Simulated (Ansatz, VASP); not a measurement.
# EuO in VASP and in Ansatz

```
CELL_PARAMETERS angstrom
0.00000 2.57195 2.57195
2.57195 0.00000 2.57195
2.57195 2.57195 0.00000
ATOMIC_POSITIONS crystal
Eu 0.50000 0.50000 0.50000
O 0.00000 0.00000 0.00000
```

Alike in both runs: task single point; functional LDA; k mesh 10 × 10 × 10; occupations gaussian, width 0.05 eV; collinear spin; Hubbard terms Eu f U = 6.0 eV.

|  | VASP | Ansatz |
| --- | --- | --- |
| version | VASP 6.6.1 | Ansatz 0.2.0 |
| potentials or method | VASP PAW PBE potentials, release 64 (Eu, O), cutoff 600 eV | scalar-relativistic, plane waves, PAW |
| valence electrons in the cell | 23 | 23 |

```tsv
	VASP	Ansatz	Ansatz less VASP
pressure (GPa)	-7.1	-6.8	+0.34
net moment per atom (μB)	3.50	3.50	0.000
size of the moment on the site where the two differ most (μB)	0.08	0.07	-0.008
```

VASP's potentials were made for PBE, not for LDA. LDA's correlation is that of Perdew and Zunger in VASP and of Perdew and Wang (1992) in Ansatz. Site moments also hang on the region over which each program counts them. The programs project onto different local orbitals, so the same U acts differently, and such runs can settle in different states. Ansatz's warnings: anisotropy in doubt, stability check not made.

Neither program's run includes spin-orbit coupling.
